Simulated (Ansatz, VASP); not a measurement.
One calculation of SiC, two programs

The input POSCAR:

```
SiC
1.0
    0.0000000000      2.3006656372      2.3006656372
    2.1781449820      0.1225206552      2.1781449820
    2.1781449820      2.1781449820      0.1225206552
Si C
1 1
Direct
    0.0000000000      0.0000000000      0.0000000000
    0.7500000000      0.7500000000      0.7500000000
```

Contents of INCAR.step1:

```
PREC     = Accurate       # precision mode
ENCUT    = 520            # plane-wave cutoff, eV
ISMEAR   = 0              # smearing method
SIGMA    = 0.05           # smearing width, eV
LREAL    = False          # projectors in reciprocal space
LASPH    = True           # aspherical terms in the spheres
NELM     = 100            # most SCF steps
NBANDS   = 11             # bands
GGA      = PE             # functional
ALGO     = Normal         # electronic algorithm
EDIFF    = 1E-4           # SCF threshold, eV
LWAVE    = True           # write WAVECAR
LCHARG   = False          # write CHGCAR
```

Contents of INCAR.step2:

```
PREC     = Accurate       # precision mode
ENCUT    = 520            # plane-wave cutoff, eV
EDIFF    = 1E-6           # SCF threshold, eV
ISMEAR   = 0              # smearing method
SIGMA    = 0.05           # smearing width, eV
LREAL    = False          # projectors in reciprocal space
LASPH    = True           # aspherical terms in the spheres
NELM     = 100            # most SCF steps
ALGO     = Normal         # electronic algorithm
ISIF     = 2              # what is computed and relaxed
LWAVE    = False          # write WAVECAR
LCHARG   = False          # write CHGCAR
METAGGA  = R2SCAN         # meta-GGA
LMIXTAU  = True         
NBANDS   = 11             # bands
ISTART   = 1
```

Contents of KPOINTS:

```
Automatic mesh
0
Gamma
  10 10 10
```

Input for Ansatz:

```yaml
crystal:
  lattice:
    - [0.0, 2.3006656372, 2.3006656372]
    - [2.178144982, 0.1225206552, 2.178144982]
    - [2.178144982, 2.178144982, 0.1225206552]
  atoms:
    - { symbol: Si, position: [0.0, 0.0, 0.0] }
    - { symbol: C, position: [0.75, 0.75, 0.75] }
basis:
  ecutwfc: 500
kpoints:
  mp_grid: { grid: [10, 10, 10] }
hamiltonian:
  xc: r2scan
scf:
  occupations: { method: gaussian, width: 0.05 }
output:
  forces: true
  stress: true
  eigenvalues: true
```

Change from the starting cell: strain +0.1125 x Voigt [0, 0, 0, 1, 0, 0], atoms carried along.

Alike in both runs: task single point; functional r2SCAN; k mesh 10 × 10 × 10; occupations gaussian, width 0.05 eV; no spin polarisation.

```csv
,VASP,Ansatz
version,VASP 6.6.1,Ansatz 0.2.0
potentials or method,"VASP PAW PBE potentials, release 64 (Si, C), cutoff 520 eV","scalar-relativistic, plane waves, PAW"
valence electrons in the cell,8,8
```

VASP gave:

- gap on the k mesh at the Fermi level (eV): 0.91
- least direct gap on the mesh (eV): 3.66
- pressure (GPa): 3.6
- traceless stress, the component that is largest in VASP (GPa): -32.55
- rms of the force components (eV/Å): 0.516

Which values does Ansatz return?

gap on the k mesh at the Fermi level (eV): 0.91; least direct gap on the mesh (eV): 3.66; pressure (GPa): 3.8; traceless stress, the component that is largest in VASP (GPa): -32.42; rms of the force components (eV/Å): 0.520.

VASP's potentials were made for PBE, not for r2SCAN. Atom by atom the forces differ by 0.004 eV/Å (rms over components).
